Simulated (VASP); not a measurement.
# WS2 (Cm) in VASP: a series of runs

WS2 is run at these levels: PBE+D3(BJ); tasks: single point.

All numbers are computed with VASP 6.6.1; they aren't measurements. Logs are shortened: lines on timing, memory, paths and dates and some standing lists are left out, and cuts for length are marked.

**1. The cell of the first run**

The structure is monoclinic, space group Cm (No. 8). Conventional cell: a = 5.463 Å, b = 3.154 Å, c = 12.140 Å, α = 90.00°, β = 90.00°, γ = 90.00°. W (site symmetry m) has 6 S at 2.41 Å and 6 W at 3.15 Å within 3.2 Å. W (site symmetry m) has 6 S at 2.30 to 2.47 Å within 3.0 Å. Within 3.0 Å of S (site symmetry m) lie 3 W at 2.30 to 2.47 Å. S (site symmetry m) has 3 W at 2.41 Å and 7 S at 3.15 Å within 3.2 Å. S (site symmetry m) has 3 W at 2.41 Å and 7 S at 3.15 Å within 3.2 Å. S (site symmetry m) has 3 W at 2.41 Å and 7 S at 3.15 Å within 3.2 Å.

**2. Single point, PBE+D3(BJ) (atom 3 (S) moved by (+0.150, +0.000) A along y and z)**

Contents of INCAR:

```
SYSTEM = WS2
PREC = Accurate
ENCUT = 520
EDIFF = 1E-7
ISMEAR = 0
SIGMA = 0.05
LREAL = .FALSE.
LASPH = .TRUE.
NELM = 80
ALGO = Normal
ISIF = 2
LWAVE = .FALSE.
LCHARG = .FALSE.
GGA = PE
IVDW = 12
NBANDS = 35
```

Contents of KPOINTS:

```
regular mesh
0
G
  12 12 4
  0 0 0
```

Contents of POSCAR:

```
WS2
1.0
    3.1542061832      0.0000000000      0.0000000000
   -1.5771030916      2.7316226834      0.0000000000
    0.0000000000      0.0000000000     12.1399091344
W S
2 4
Direct
    0.3333333333      0.6666666667      0.2500000000
    0.6666666667      0.3333333333      0.7500000000
    0.3607895411      0.7215790822      0.6202874207
    0.6666666667      0.3333333333      0.1202874207
    0.3333333333      0.6666666667      0.8797125793
    0.6666666667      0.3333333333      0.3797125793
```

Potentials or basis: VASP PAW PBE potentials, release 64 (W_sv, S).

Command:

```bash
$ cat potpaw_PBE.64/W_sv/POTCAR potpaw_PBE.64/S/POTCAR > POTCAR
$ mpirun -np 1 vasp_std > vasp.out
```

OUTCAR:

```text
SYSTEM = WS2
   PREC = Accurate
   ENCUT = 520
   EDIFF = 1E-7
   ISMEAR = 0
   LREAL = .FALSE.
   LASPH = .TRUE.
   NELM = 80
   ISIF = 2
   GGA = PE
   IVDW = 12
 IVDW          = 12

 ion  position               nearest neighbor table
   1  0.333  0.667  0.250-   4 2.41   6 2.41   4 2.41   6 2.41   4 2.41   6 2.41
   2  0.667  0.333  0.750-   3 2.30   5 2.41   5 2.41   5 2.41   3 2.47   3 2.47
   3  0.361  0.722  0.620-   2 2.30   2 2.47   2 2.47
   4  0.667  0.333  0.120-   1 2.41   1 2.41   1 2.41
   5  0.333  0.667  0.880-   2 2.41   2 2.41   2 2.41
   6  0.667  0.333  0.380-   1 2.41   1 2.41   1 2.41

  LATTYP: Found a hexagonal cell.
 ALAT       =     3.1542061832
 C/A-ratio  =     3.8488001194

  Lattice vectors:

 A1 = (   3.1542061832,   0.0000000000,   0.0000000000)
 A2 = (  -1.5771030916,   2.7316226834,   0.0000000000)
 A3 = (   0.0000000000,   0.0000000000,  12.1399091344)

Analysis of symmetry for initial positions (statically):
=====================================================================
 Subroutine PRICEL returns:
 Original cell was already a primitive cell.

 Routine SETGRP: Setting up the symmetry group for a
 hexagonal supercell.

 Subroutine GETGRP returns: Found  2 space group operations
 (whereof  2 operations were pure point group operations)
 out of a pool of 24 trial point group operations.

The static configuration has the point symmetry C_1h.

Analysis of symmetry for dynamics (positions and initial velocities):
=====================================================================
 Subroutine PRICEL returns:
 Original cell was already a primitive cell.

 Routine SETGRP: Setting up the symmetry group for a
 hexagonal supercell.

 Subroutine GETGRP returns: Found  2 space group operations
 (whereof  2 operations were pure point group operations)
 out of a pool of 24 trial point group operations.

The dynamic configuration has the point symmetry C_1h.

 Subroutine INISYM returns: Found  2 space group operations
 (whereof  2 operations are pure point group operations),
 and found     1 'primitive' translations

----------------------------------------------------------------------------------------

                                     Primitive cell

  volume of cell :     104.5987

  direct lattice vectors                    reciprocal lattice vectors
     3.154206183  0.000000000  0.000000000     0.317036979  0.183041385  0.000000000
    -1.577103092  2.731622683  0.000000000     0.000000000  0.366082771  0.000000000
     0.000000000  0.000000000 12.139909134     0.000000000  0.000000000  0.082372939

  length of vectors
     3.154206183  3.154206183 12.139909134     0.366082771  0.366082771  0.082372939

  position of ions in fractional coordinates (direct lattice)
     0.333333333  0.666666667  0.250000000
     0.666666667  0.333333333  0.750000000
     0.360789541  0.721579082  0.620287421
     0.666666667  0.333333333  0.120287421
     0.333333333  0.666666667  0.879712579
     0.666666667  0.333333333  0.379712579

  ion indices of the primitive-cell ions
   primitive index   ion index
                 1           1
                 2           2
                 3           3
                 4           4
                 5           5
                 6           6

----------------------------------------------------------------------------------------

 KPOINTS: regular mesh

Automatic generation of k-mesh.
 Grid dimensions read from file:
 generate k-points for:   12   12    4

 Generating k-lattice:

  Cartesian coordinates                     Fractional coordinates (reciprocal lattice)
     0.026419748  0.015253449  0.000000000     0.083333333  0.000000000  0.000000000
     0.000000000  0.030506898  0.000000000     0.000000000  0.083333333  0.000000000
     0.000000000  0.000000000  0.020593235     0.000000000  0.000000000  0.250000000

  Length of vectors
     0.030506898  0.030506898  0.020593235

  Shift w.r.t. Gamma in fractional coordinates (k-lattice)
     0.000000000  0.000000000  0.000000000

 Subroutine IBZKPT returns following result:
 ===========================================

 Found    164 irreducible k-points:

 Following reciprocal coordinates:
            Coordinates               Weight
  0.000000  0.000000  0.000000      1.000000
  0.083333 -0.000000  0.000000      4.000000
  0.000000  0.083333  0.000000      2.000000
  0.166667 -0.000000  0.000000      4.000000
  0.000000  0.166667  0.000000      2.000000
  0.250000  0.000000  0.000000      4.000000
[... 16 lines left out ...]
 -0.083333  0.416667  0.000000      4.000000
 -0.416667  0.333333  0.000000      4.000000
 [... further k-points ...]
   k-points           NKPTS =    164   k-points in BZ     NKDIM =    164   number of bands    NBANDS=     35
   number of dos      NEDOS =    301   number of ions     NIONS =      6
   total plane-waves  NPLWV =  51840
   dimension x,y,z NGX =    24 NGY =   24 NGZ =   90
   dimension x,y,z NGXF=    48 NGYF=   48 NGZF=  180
   ions per type =               2   4
   NGX,Y,Z   is equivalent  to a cutoff of  12.65, 12.65, 12.32 a.u.
   NGXF,Y,Z  is equivalent  to a cutoff of  25.30, 25.30, 24.65 a.u.
 SYSTEM =  WS2
   PREC   = accura    normal or accurate (medium, high low for compatibility)
   ISTART =      0    job   : 0-new  1-cont  2-samecut
   ICHARG =      2    charge: 1-file 2-atom 10-const
   ISPIN  =      1    spin polarized calculation?
   LNONCOLLINEAR =      F non collinear calculations
   LSORBIT =      F    spin-orbit coupling
   LASPH  =      T    aspherical Exc in radial PAW
   ENCUT  =  520.0 eV  38.22 Ry    6.18 a.u.   5.86  5.86 22.57*2*pi/ulx,y,z
   NELM   =     80;   NELMIN=  2; NELMDL= -5     # of ELM steps
   EDIFF  = 0.1E-06   stopping-criterion for ELM
   LREAL  =      F    real-space projection
   EDIFFG = 0.1E-05   stopping-criterion for IOM
   NSW    =      0    number of steps for IOM
   IBRION =     -1    ionic relax: 0-MD 1-quasi-New 2-CG
   NFREE  =      0    steps in history (QN), initial steepest desc. (CG)
   ISIF   =      2    stress and relaxation
   ISYM   =      2    0-nonsym 1-usesym 2-fastsym
   POTIM  = 0.5000    time-step for ionic-motion
   TEBEG  =    0.0;   TEEND  =   0.0 temperature during run
   PSTRESS=    0.0 pullay stress
   NELECT =      52.0000    total number of electrons
   NUPDOWN=      -1.0000    fix difference up-down
   EMIN   =  10.00;   EMAX   =-10.00  energy-range for DOS
   EFERMI =   0.00;   METHOD = LEGACY
   ISMEAR =     0;   SIGMA  =   0.05  broadening in eV -4-tet -1-fermi 0-gaus
   EFERMI_NEDOS =   21; number of points for ismear=-14 and -15
   IALGO  =     38    algorithm
   IMIX   =      4    mixing-type and parameters
     AMIX     =   0.40;   BMIX     =  1.00
     AMIX_MAG =   1.60;   BMIX_MAG =  1.00
  volume/ion in A,a.u.               =      17.43       117.64
  Fermi-wavevector in a.u.,A,eV,Ry     =   1.296882  2.450752 22.883686  1.681903
  Thomas-Fermi vector in A             =   2.428310
   LORBIT       =      0    0 simple, 1 ext, 2 COOP (PROOUT), +10 PAW based schemes
   GGA     = PE    functional components
   LHFCALC =     F    Hartree Fock is set to
   AEXX    =    0.0000 exact exchange contribution
   IVDW    =    12    specifies the selected vdW correction
   LEPSILON=     F    determine dielectric tensor
   LRPA    =     F    only Hartree local field effects (RPA)
 non-spin polarized calculation
 Gauss-broadening in eV      SIGMA  =   0.05
  energy-cutoff  :      520.00
  volume of cell :      104.60
 maximum number of plane-waves:      2841
   NGX = 11   NGY = 11   NGZ = 45

 number of electron      51.9999998 magnetization

 Free energy of the ion-electron system (eV)
  ---------------------------------------------------
  ext. energy  EPLUGINS =         0.00000000
  ---------------------------------------------------
  free energy    TOTEN  =       -47.06428680 eV

  energy without entropy =      -47.06428680  energy(sigma->0) =      -47.06428680

 E-fermi :   7.9775     XC(G=0): -11.0779

 val. band max:        7.7322066157   @ k =   0.0000   0.0000   0.0000
 cond. band min:       8.6025657724   @ k =  -0.3333   0.1667   0.0000
 fundamental gap:      0.8703591567
 Fermi energy:         7.9774580951

 k-point     1 :       0.0000    0.0000    0.0000
  band No.  band energies     occupation
      1     -66.9203      2.00000
      2     -66.9129      2.00000
      3     -31.1800      2.00000
      4     -31.1778      2.00000
      5     -31.0022      2.00000
      6     -30.9999      2.00000
[... 27 lines left out ...]
     34      10.3856      0.00000
     35      12.5330      0.00000

 k-point     2 :       0.0833   -0.0000    0.0000
  band No.  band energies     occupation
      1     -66.9191      2.00000
      2     -66.9116      2.00000
      3     -31.1756      2.00000
      4     -31.1733      2.00000
      5     -31.0248      2.00000
      6     -31.0194      2.00000
[... 27 lines left out ...]
     34      10.5199      0.00000
     35      13.0733      0.00000

 k-point     3 :       0.0000    0.0833    0.0000
  band No.  band energies     occupation
      1     -66.9191      2.00000
      2     -66.9116      2.00000
      3     -31.1754      2.00000
      4     -31.1733      2.00000
      5     -31.0276      2.00000
      6     -31.0249      2.00000
[... 27 lines left out ...]
     34      10.3164      0.00000
     35      13.0555      0.00000

 k-point     4 :       0.1667   -0.0000    0.0000
  band No.  band energies     occupation
      1     -66.9156      2.00000
      2     -66.9081      2.00000
      3     -31.1634      2.00000
      4     -31.1609      2.00000
      5     -31.0926      2.00000
      6     -31.0849      2.00000
[... 27 lines left out ...]
     34      10.9386      0.00000
     35      14.1532      0.00000

 k-point     5 :       0.0000    0.1667    0.0000
  band No.  band energies     occupation
      1     -66.9156      2.00000
      2     -66.9081      2.00000
      3     -31.1629      2.00000
      4     -31.1609      2.00000
      5     -31.0961      2.00000
      6     -31.0928      2.00000
[... 638 lines left out ...]
 k-point    22 :       0.3333    0.0833    0.0000
  band No.  band energies     occupation
      1     -66.9037      2.00000
      2     -66.8963      2.00000
      3     -31.3073      2.00000
      4     -31.3004      2.00000
      5     -31.1213      2.00000
      6     -31.1185      2.00000
[... 27 lines left out ...]
     34      12.2771      0.00000
     35      13.0850      0.00000

 k-point    23 :      -0.0833    0.4167    0.0000
  band No.  band energies     occupation
      1     -66.9037      2.00000
      2     -66.8961      2.00000
      3     -31.3137      2.00000
      4     -31.3074      2.00000
      5     -31.1193      2.00000
      6     -31.1185      2.00000
[... 27 lines left out ...]
     34      12.2044      0.00000
     35      13.0641      0.00000

 k-point    24 :      -0.4167    0.3333    0.0000
  band No.  band energies     occupation
      1     -66.9037      2.00000
      2     -66.8963      2.00000
      3     -31.3072      2.00000
      4     -31.2957      2.00000
      5     -31.1219      2.00000
      6     -31.1185      2.00000
[... 27 lines left out ...]
     34      11.9974      0.00000
     35      13.0974      0.00000

 [... further k-points ...]

------------------------ aborting loop because EDIFF is reached ----------------------------------------

 Edisp (eV)   -2.61087

 E8    (eV) :    -1.0972

  FORCE on cell =-STRESS in cart. coord.  units (eV):
  Direction    XX          YY          ZZ          XY          YZ          ZX
  --------------------------------------------------------------------------------------
  -------------------------------------------------------------------------------------
  Total      -0.41186     0.68716     0.47788     0.00000     2.55453     0.00000
  in kB      -6.30869    10.52548     7.31992     0.00000    39.12875     0.00000
  external pressure =        3.85 kB  Pullay stress =        0.00 kB

 VOLUME and BASIS-vectors are now :
 -----------------------------------------------------------------------------
  energy-cutoff  :      520.00
  volume of cell :      104.60
      direct lattice vectors                 reciprocal lattice vectors
     3.154206183  0.000000000  0.000000000     0.317036979  0.183041385  0.000000000
    -1.577103092  2.731622683  0.000000000     0.000000000  0.366082771  0.000000000
     0.000000000  0.000000000 12.139909134     0.000000000  0.000000000  0.082372939

 POSITION                                       TOTAL-FORCE (eV/Angst)
 -----------------------------------------------------------------------------------
     -0.00000      1.82108      3.03498        -0.000000      0.009776      0.001037
      1.57710      0.91054      9.10493         0.000000      1.707989      0.301167
     -0.00000      1.97108      7.53023         0.000000     -1.711032     -0.312192
      1.57710      0.91054      1.46028        -0.000000     -0.004231     -0.002401
     -0.00000      1.82108     10.67963        -0.000000     -0.015857      0.011561
      1.57710      0.91054      4.60968         0.000000      0.013356      0.000828
 -----------------------------------------------------------------------------------
    total drift:                                0.000000      0.000032      0.000092

  FREE ENERGIE OF THE ION-ELECTRON SYSTEM (eV)
  ---------------------------------------------------
  free  energy   TOTEN  =       -49.6751522491 eV

  energy  without entropy=      -49.6751522491  energy(sigma->0) =      -49.67515225
```

Run time: 9.8 min. Hardware: 1 thread of Intel Xeon 8259CL, shared host; peak memory 0.57 GiB.

Results:

```yaml
Free_energy: -49.6752 eV
Pressure: 0.4 GPa
Largest_force: 1.739 eV/Å
Band_gap_on_the_k_mesh: 0.87 eV (least direct gap 1.81 eV)
Dispersion_energy_per_atom: -0.435 eV
```

Forces in eV/Å, atoms in the order of the input:
```
W    0.000  0.010  0.001
W    0.000  1.708  0.301
S    0.000 -1.711 -0.312
S    0.000 -0.004 -0.002
S    0.000 -0.016  0.012
S    0.000  0.013  0.001
```

Caveat: the cell differs from its parent crystal (atom 3 (S) moved by (+0.150, +0.000) A along y and z); spin-orbit coupling is left out, which moves the levels of the heavy elements; forces of over 1 eV/Å act on the atoms, so gaps and moduli don't describe the material at rest.

**3. Single point, PBE+D3(BJ) (atom 3 (S) moved by (+0.300, +0.000) A along y and z)**

Contents of INCAR:

```
ALGO = Normal
EDIFF = 1E-7
ENCUT = 520
GGA = PE
ISIF = 2
ISMEAR = 0
IVDW = 12
LASPH = True
LCHARG = False
LREAL = False
LWAVE = False
NBANDS = 35
NELM = 60
PREC = Accurate
SIGMA = 0.05
```

Contents of KPOINTS:

```
k-points
0
Gamma
  12 12 4
```

POSCAR: that of step 2 with these lines changed.

```diff
@@ -10,3 +10,3 @@
     0.6666666667      0.3333333333      0.7500000000
-    0.3607895411      0.7215790822      0.6202874207
+    0.3882457489      0.7764914978      0.6202874207
     0.6666666667      0.3333333333      0.1202874207
```

Potentials or basis: VASP PAW PBE potentials, release 64 (W_sv, S).

Command:

```bash
$ cat potpaw_PBE.64/W_sv/POTCAR potpaw_PBE.64/S/POTCAR > POTCAR
$ mpirun -np 1 vasp_std > vasp.out
```

Wall time 13 min (1 thread of AMD EPYC 7R13, shared host); peak memory 0.57 GiB.

The run converged. Its results:

* Free energy: -49.2745 eV
* Pressure: 1.8 GPa
* Largest force: 3.909 eV/Å
* Band gap on the k mesh: 0.85 eV (least direct gap 1.34 eV)
* Dispersion energy per atom: -0.435 eV

Forces on the atoms (eV/Å):
```
W    0.000  0.021  0.004
W    0.000  3.576  1.330
S    0.000 -3.663 -1.363
S    0.000 -0.009 -0.003
S    0.000  0.046  0.036
S    0.000  0.029 -0.003
```

Stress tensor (GPa, compression positive):
```
-0.66  0.00  0.00
 0.00  2.74  8.57
 0.00  8.57  3.34
```

Levels at points of the mesh, in eV from the valence-band top:
```csv
k point,band 23,band 24,band 25,band 26,band 27,band 28,band 29,band 30
"(0.00, 0.00, 0.00)",-1.54,-1.43,-1.21,0.00,1.34,1.85,2.26,2.26
"(0.50, 0.00, 0.00)",-2.22,-1.91,-1.68,-1.03,2.21,2.30,2.47,2.67
"(0.00, 0.50, 0.00)",-2.00,-1.91,-1.72,-1.61,2.18,2.30,2.57,2.88
"(0.00, 0.00, 0.50)",-2.25,-1.54,-0.35,-0.24,1.34,1.87,2.25,2.27
"(0.50, 0.00, 0.50)",-2.21,-1.91,-1.67,-1.04,2.22,2.30,2.59,2.73
"(0.00, 0.50, 0.50)",-1.92,-1.81,-1.80,-1.64,2.18,2.30,2.73,2.77
```

Caveat: the cell differs from its parent crystal (atom 3 (S) moved by (+0.300, +0.000) A along y and z); spin-orbit coupling is left out, which moves the levels of the heavy elements; forces of over 1 eV/Å act on the atoms, so gaps and moduli don't describe the material at rest. A k mesh can miss the band edges.
